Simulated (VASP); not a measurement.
# Cu (Fm-3m) in VASP: single point with r2SCAN

Aim: the single point of Cu with r2SCAN.

Program: VASP 6.6.1. These are calculated values, not measurements. Logs are shortened: lines on timing, memory, paths and dates and some standing lists are left out, and cuts for length are marked.

### Step 1. The cell of the first run

The structure is cubic, space group Fm-3m (No. 225). The conventional cell has a = 3.777 Å, b = 3.777 Å, c = 3.777 Å, α = 90.00°, β = 90.00°, γ = 90.00°. Cu (site symmetry m-3m) has 12 Cu at 2.67 Å within 3.5 Å.

### Step 2. Single point, r2SCAN

Contents of POSCAR:

```
Cu
1.0
    0.0000000000      1.8883500000      1.8883500000
    1.8883500000      0.0000000000      1.8883500000
    1.8883500000      1.8883500000      0.0000000000
Cu
1
Direct
    0.0000000000      0.0000000000      0.0000000000
```

Contents of INCAR.step1:

```
SYSTEM = Cu
PREC = Accurate
ENCUT = 660
ISMEAR = -1
SIGMA = 0.0586
LREAL = .FALSE.
LASPH = .TRUE.
NELM = 120
NBANDS = 12
GGA = PE
ALGO = Normal
EDIFF = 1E-5
LWAVE = .TRUE.
LCHARG = .FALSE.
GGA_COMPAT = .FALSE.
```

Contents of INCAR.step2:

```
SYSTEM = Cu
PREC = Accurate
ENCUT = 660
EDIFF = 1E-6
ISMEAR = -1
SIGMA = 0.0586
LREAL = .FALSE.
LASPH = .TRUE.
NELM = 120
ALGO = Normal
ISIF = 2
LWAVE = .FALSE.
LCHARG = .FALSE.
METAGGA = R2SCAN
LMIXTAU = .TRUE.
NBANDS = 12
ISTART = 1
GGA_COMPAT = .FALSE.
```

Contents of KPOINTS:

```
Automatic mesh
0
G
  15 15 15
  0 0 0
```

Potentials or basis: VASP PAW PBE potentials, release 64 (Cu).

On the command line:

```
cat potpaw_PBE.64/Cu/POTCAR > POTCAR
cp INCAR.step1 INCAR
mpirun -np 1 vasp_std > vasp.out
cp INCAR.step2 INCAR
mpirun -np 1 vasp_std > vasp.out
```

OUTCAR:

```text
SYSTEM = Cu
   PREC = Accurate
   ENCUT = 660
   EDIFF = 1E-6
   ISMEAR = -1
   LREAL = .FALSE.
   LASPH = .TRUE.
   NELM = 120
   ISIF = 2
   METAGGA = R2SCAN
   ISTART = 1

 ion  position               nearest neighbor table
   1  0.000  0.000  0.000-

  LATTYP: Found a face centered cubic cell.
 ALAT       =     3.7767000000

  Lattice vectors:

 A1 = (   0.0000000000,   1.8883500000,   1.8883500000)
 A2 = (   1.8883500000,   0.0000000000,   1.8883500000)
 A3 = (   1.8883500000,   1.8883500000,   0.0000000000)

Analysis of symmetry for initial positions (statically):
=====================================================================
 Subroutine PRICEL returns:
 Original cell was already a primitive cell.

 Routine SETGRP: Setting up the symmetry group for a
 face centered cubic supercell.

 Subroutine GETGRP returns: Found 48 space group operations
 (whereof 48 operations were pure point group operations)
 out of a pool of 48 trial point group operations.

The static configuration has the point symmetry O_h .

Analysis of symmetry for dynamics (positions and initial velocities):
=====================================================================
 Subroutine PRICEL returns:
 Original cell was already a primitive cell.

 Routine SETGRP: Setting up the symmetry group for a
 face centered cubic supercell.

 Subroutine GETGRP returns: Found 48 space group operations
 (whereof 48 operations were pure point group operations)
 out of a pool of 48 trial point group operations.

The dynamic configuration has the point symmetry O_h .

 Subroutine INISYM returns: Found 48 space group operations
 (whereof 48 operations are pure point group operations),
 and found     1 'primitive' translations

----------------------------------------------------------------------------------------

                                     Primitive cell

  volume of cell :      13.4672

  direct lattice vectors                    reciprocal lattice vectors
     0.000000000  1.888350000  1.888350000    -0.264781423  0.264781423  0.264781423
     1.888350000  0.000000000  1.888350000     0.264781423 -0.264781423  0.264781423
     1.888350000  1.888350000  0.000000000     0.264781423  0.264781423 -0.264781423

  length of vectors
     2.670530181  2.670530181  2.670530181     0.458614877  0.458614877  0.458614877

  position of ions in fractional coordinates (direct lattice)
     0.000000000  0.000000000  0.000000000

  ion indices of the primitive-cell ions
   primitive index   ion index
                 1           1

----------------------------------------------------------------------------------------

 KPOINTS: Automatic mesh

Automatic generation of k-mesh.
 Grid dimensions read from file:
 generate k-points for:   15   15   15

 Generating k-lattice:

  Cartesian coordinates                     Fractional coordinates (reciprocal lattice)
    -0.017652095  0.017652095  0.017652095     0.066666667  0.000000000  0.000000000
     0.017652095 -0.017652095  0.017652095     0.000000000  0.066666667  0.000000000
     0.017652095  0.017652095 -0.017652095     0.000000000  0.000000000  0.066666667

  Length of vectors
     0.030574325  0.030574325  0.030574325

  Shift w.r.t. Gamma in fractional coordinates (k-lattice)
     0.000000000  0.000000000  0.000000000

 Subroutine IBZKPT returns following result:
 ===========================================

 Found    120 irreducible k-points:

 Following reciprocal coordinates:
            Coordinates               Weight
  0.000000  0.000000  0.000000      1.000000
  0.066667  0.000000  0.000000      8.000000
  0.133333  0.000000  0.000000      8.000000
  0.200000  0.000000  0.000000      8.000000
  0.266667  0.000000  0.000000      8.000000
  0.333333  0.000000  0.000000      8.000000
[... 16 lines left out ...]
  0.133333  0.133333  0.000000      6.000000
  0.200000  0.133333  0.000000     24.000000
 [... further k-points ...]
   k-points           NKPTS =    120   k-points in BZ     NKDIM =    120   number of bands    NBANDS=     12
   number of dos      NEDOS =    301   number of ions     NIONS =      1
   total plane-waves  NPLWV =  13824
   dimension x,y,z NGX =    24 NGY =   24 NGZ =   24
   dimension x,y,z NGXF=    48 NGYF=   48 NGZF=   48
   ions per type =               1
   NGX,Y,Z   is equivalent  to a cutoff of  14.94, 14.94, 14.94 a.u.
   NGXF,Y,Z  is equivalent  to a cutoff of  29.88, 29.88, 29.88 a.u.
 SYSTEM =  Cu
   PREC   = accura    normal or accurate (medium, high low for compatibility)
   ISTART =      1    job   : 0-new  1-cont  2-samecut
   ICHARG =      0    charge: 1-file 2-atom 10-const
   ISPIN  =      1    spin polarized calculation?
   LNONCOLLINEAR =      F non collinear calculations
   LSORBIT =      F    spin-orbit coupling
   LASPH  =      T    aspherical Exc in radial PAW
   ENCUT  =  660.0 eV  48.51 Ry    6.96 a.u.   5.59  5.59  5.59*2*pi/ulx,y,z
   NELM   =    120;   NELMIN=  2; NELMDL=  0     # of ELM steps
   EDIFF  = 0.1E-05   stopping-criterion for ELM
   LREAL  =      F    real-space projection
   EDIFFG = 0.1E-04   stopping-criterion for IOM
   NSW    =      0    number of steps for IOM
   IBRION =     -1    ionic relax: 0-MD 1-quasi-New 2-CG
   NFREE  =      0    steps in history (QN), initial steepest desc. (CG)
   ISIF   =      2    stress and relaxation
   ISYM   =      2    0-nonsym 1-usesym 2-fastsym
   POTIM  = 0.5000    time-step for ionic-motion
   TEBEG  =    0.0;   TEEND  =   0.0 temperature during run
   PSTRESS=    0.0 pullay stress
   NELECT =      11.0000    total number of electrons
   NUPDOWN=      -1.0000    fix difference up-down
   EMIN   =  10.00;   EMAX   =-10.00  energy-range for DOS
   EFERMI =   0.00;   METHOD = LEGACY
   ISMEAR =    -1;   SIGMA  =   0.06  broadening in eV -4-tet -1-fermi 0-gaus
   EFERMI_NEDOS =   21; number of points for ismear=-14 and -15
   IALGO  =     38    algorithm
   IMIX   =      4    mixing-type and parameters
     AMIX     =   0.40;   BMIX     =  1.00
     AMIX_MAG =   1.60;   BMIX_MAG =  1.00
  volume/ion in A,a.u.               =      13.47        90.88
  Fermi-wavevector in a.u.,A,eV,Ry     =   1.530312  2.891870 31.862857  2.341854
  Thomas-Fermi vector in A             =   2.637812
   LORBIT       =      0    0 simple, 1 ext, 2 COOP (PROOUT), +10 PAW based schemes
   METAGGA = R2SCAN    functional components
   LHFCALC =     F    Hartree Fock is set to
   AEXX    =    0.0000 exact exchange contribution
   IVDW    =     0    specifies the selected vdW correction
   LEPSILON=     F    determine dielectric tensor
   LRPA    =     F    only Hartree local field effects (RPA)
 non-spin polarized calculation
  energy-cutoff  :      660.00
  volume of cell :       13.47
 maximum number of plane-waves:       534
   NGX = 11   NGY = 11   NGZ = 11

 number of electron      10.9999993 magnetization

 Free energy of the ion-electron system (eV)
  ---------------------------------------------------
  ext. energy  EPLUGINS =         0.00000000
  ---------------------------------------------------
  free energy    TOTEN  =       -10.70377070 eV

  energy without entropy =      -10.69880786  energy(sigma->0) =      -10.70128928

 E-fermi :   5.9934     XC(G=0): -12.8821

 val. band max:        5.9381044502   @ k =   0.4667   0.4000   0.0667
 cond. band min:       5.9987266720   @ k =  -0.4000   0.1333   0.0000
 fundamental gap:      0.0606222218
 Fermi energy:         5.9933932504

 k-point     1 :       0.0000    0.0000    0.0000
  band No.  band energies     occupation
      1      -2.7786      2.00000
      2       3.1345      2.00000
      3       3.1345      2.00000
      4       3.1345      2.00000
      5       3.7939      2.00000
      6       3.7939      2.00000
      7      28.1753      0.00000
      8      30.1899      0.00000
      9      30.1899      0.00000
     10      30.1899      0.00000
     11      32.5359      0.00000
     12      32.5359      0.00000

 k-point     2 :       0.0667    0.0000    0.0000
  band No.  band energies     occupation
      1      -2.6255      2.00000
      2       3.1064      2.00000
      3       3.1598      2.00000
      4       3.1598      2.00000
      5       3.7845      2.00000
      6       3.7845      2.00000
      7      26.8854      0.00000
      8      28.8984      0.00000
      9      29.6773      0.00000
     10      29.6773      0.00000
     11      33.2847      0.00000
     12      33.2847      0.00000

 k-point     3 :       0.1333    0.0000    0.0000
  band No.  band energies     occupation
      1      -2.1725      2.00000
      2       3.0338      2.00000
      3       3.2201      2.00000
      4       3.2201      2.00000
      5       3.7707      2.00000
      6       3.7707      2.00000
      7      23.5907      0.00000
      8      28.5873      0.00000
      9      28.8556      0.00000
     10      28.8556      0.00000
     11      34.7335      0.00000
     12      34.7352      0.00000

 k-point     4 :       0.2000    0.0000    0.0000
  band No.  band energies     occupation
      1      -1.4445      2.00000
      2       2.9538      2.00000
      3       3.2654      2.00000
      4       3.2654      2.00000
      5       3.7983      2.00000
      6       3.7983      2.00000
      7      20.2133      0.00000
      8      28.1464      0.00000
      9      28.1464      0.00000
     10      28.2899      0.00000
     11      34.5462      0.00000
     12      34.5923      0.00000

 k-point     5 :       0.2667    0.0000    0.0000
  band No.  band energies     occupation
      1      -0.5066      2.00000
      2       2.9427      2.00000
      3       3.2499      2.00000
      4       3.2499      2.00000
      5       3.9039      2.00000
      6       3.9039      2.00000
      7      17.0105      0.00000
      8      27.6153      0.00000
      9      27.6153      0.00000
     10      27.8649      0.00000
     11      32.9906      0.00000
     12      32.9906      0.00000
[... 228 lines left out ...]
      1      -1.8269      2.00000
      2       2.9692      2.00000
      3       3.2617      2.00000
      4       3.2688      2.00000
      5       3.6917      2.00000
      6       3.8490      2.00000
      7      22.5529      0.00000
      8      25.3197      0.00000
      9      29.7426      0.00000
     10      30.6272      0.00000
     11      33.0570      0.00000
     12      33.7935      0.00000

 k-point    22 :      -0.0667    0.0667    0.0000
  band No.  band energies     occupation
      1      -2.3723      2.00000
      2       3.0547      2.00000
      3       3.1967      2.00000
      4       3.2082      2.00000
      5       3.7364      2.00000
      6       3.8085      2.00000
      7      25.6458      0.00000
      8      26.5035      0.00000
      9      29.5659      0.00000
     10      30.7456      0.00000
     11      32.7654      0.00000
     12      33.6019      0.00000

 k-point    23 :       0.1333    0.1333    0.0000
  band No.  band energies     occupation
      1      -1.9726      2.00000
      2       2.9332      2.00000
      3       3.3027      2.00000
      4       3.3027      2.00000
      5       3.6226      2.00000
      6       3.8676      2.00000
      7      26.0136      0.00000
      8      26.0136      0.00000
      9      26.0634      0.00000
     10      27.9777      0.00000
     11      31.9512      0.00000
     12      36.3595      0.00000

 k-point    24 :       0.2000    0.1333    0.0000
  band No.  band energies     occupation
      1      -1.4382      2.00000
      2       2.8336      2.00000
      3       3.3575      2.00000
      4       3.3828      2.00000
      5       3.5963      2.00000
      6       3.9101      2.00000
      7      22.8475      0.00000
      8      24.9901      0.00000
      9      26.2333      0.00000
     10      28.3732      0.00000
     11      30.1047      0.00000
     12      36.4746      0.00000

 [... further k-points ...]
[... 5 lines left out ...]
  --------------------------------------------------------------------------------------
  -------------------------------------------------------------------------------------
  Total       -1.4631674     -1.4631674     -1.4631674      0.0000000     -0.0000000     -0.0000000
  in kB     -174.0712812   -174.0712812   -174.0712812      0.0000000     -0.0000000     -0.0000000
  external PRESSURE =    -174.0712812 kB  Pullay stress =       0.0000000 kB

 VOLUME and BASIS-vectors are now :
 -----------------------------------------------------------------------------
  energy-cutoff  :      660.00
  volume of cell :       13.47
      direct lattice vectors                 reciprocal lattice vectors
     0.000000000  1.888350000  1.888350000    -0.264781423  0.264781423  0.264781423
     1.888350000  0.000000000  1.888350000     0.264781423 -0.264781423  0.264781423
     1.888350000  1.888350000  0.000000000     0.264781423  0.264781423 -0.264781423

 POSITION                                       TOTAL-FORCE (eV/Angst)
 -----------------------------------------------------------------------------------
      0.00000      0.00000      0.00000         0.000000     -0.000000      0.000000
 -----------------------------------------------------------------------------------
    total drift:                                0.000000      0.000000      0.000000

  FREE ENERGIE OF THE ION-ELECTRON SYSTEM (eV)
  ---------------------------------------------------
  free  energy   TOTEN  =       -10.7037707038 eV

  energy  without entropy=      -10.6988078610  energy(sigma->0) =      -10.70128928
```

Wall time 29 s (1 thread of Intel Xeon 6975P-C (Granite Rapids), shared host); peak memory 0.16 GiB.

Results:

```yaml
Free_energy: -10.7038 eV
Pressure: -17.4 GPa
Band_gap_on_the_k_mesh: zero (an odd number of electrons rules out a gap without spin polarisation)
```

Caveat: the cell stands under tension; the PAW data sets were made with another functional, which shifts forces and pressure a little.
